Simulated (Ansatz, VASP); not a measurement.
**ScGa3: VASP beside Ansatz**

INCAR

```
PREC = Accurate
ENCUT = 520
EDIFF = 1E-6
ISMEAR = -1
SIGMA = 0.05
LREAL = F
LASPH = T
NELM = 60
ALGO = Normal
ISIF = 2
LWAVE = F
LCHARG = F
NBANDS = 33
```

File KPOINTS:

```
Automatic mesh
0
Gamma
  9 9 9
```

File POSCAR:

```
ScGa3
1.0
    4.1753145078      0.0000000000      0.0000000000
    0.0000000000      4.1753145078      0.0000000000
    0.0000000000      0.0000000000      4.1753145078
Sc Ga
1 3
Direct
    0.0000000000      0.0000000000      0.0000000000
    0.0000000000      0.5000000000      0.5000000000
    0.5000000000      0.0000000000      0.5000000000
    0.5000000000      0.5000000000      0.0000000000
```

Input for Ansatz:

```yaml
crystal:
  lattice:
    - [4.1753145078, 0.0, 0.0]
    - [0.0, 4.1753145078, 0.0]
    - [0.0, 0.0, 4.1753145078]
  atoms:
    - { symbol: Sc, position: [0.0, 0.0, 0.0] }
    - { symbol: Ga, position: [0.0, 0.5, 0.5] }
    - { symbol: Ga, position: [0.5, 0.0, 0.5] }
    - { symbol: Ga, position: [0.5, 0.5, 0.0] }
kpoints:
  mp_grid: { grid: [9, 9, 9] }
  band_path:
    path:
      - [0.0, 0.0, 0.0]
      - [0.0, 0.5, 0.0]
      - [0.5, 0.5, 0.0]
      - [0.0, 0.0, 0.0]
      - [0.5, 0.5, 0.5]
      - [0.0, 0.5, 0.0]
      - [0.5, 0.5, 0.5]
      - [0.5, 0.5, 0.0]
    npoints: 5
scf:
  occupations: { method: fermi_dirac, width: 0.05 }
hamiltonian:
  xc: lda
  pseudopotentials: { kind: all_electron, lapw: { basis_error: 0.001 } }
output:
  forces: true
  stress: true
  eigenvalues: true
```

Change from the starting cell: volume scaled by 1.06.

Alike in both runs: task single point; functional LDA; k mesh 9 × 9 × 9; occupations fermi-dirac, width 0.05 eV; no spin polarisation.

|  | VASP | Ansatz |
| --- | --- | --- |
| version | VASP 6.6.1 | Ansatz 0.2.0 |
| potentials or method | VASP PAW LDA potentials, release 64 (Sc_sv, Ga_d), cutoff 520 eV | all-electron LAPW, scalar-relativistic |

```tsv
	VASP	Ansatz	Ansatz less VASP
pressure (GPa)	-8.7	-8.8	-0.19
```

LDA's correlation is that of Perdew and Zunger in VASP and of Perdew and Wang (1992) in Ansatz. Ansatz ran all-electron here, and VASP with PAW potentials.
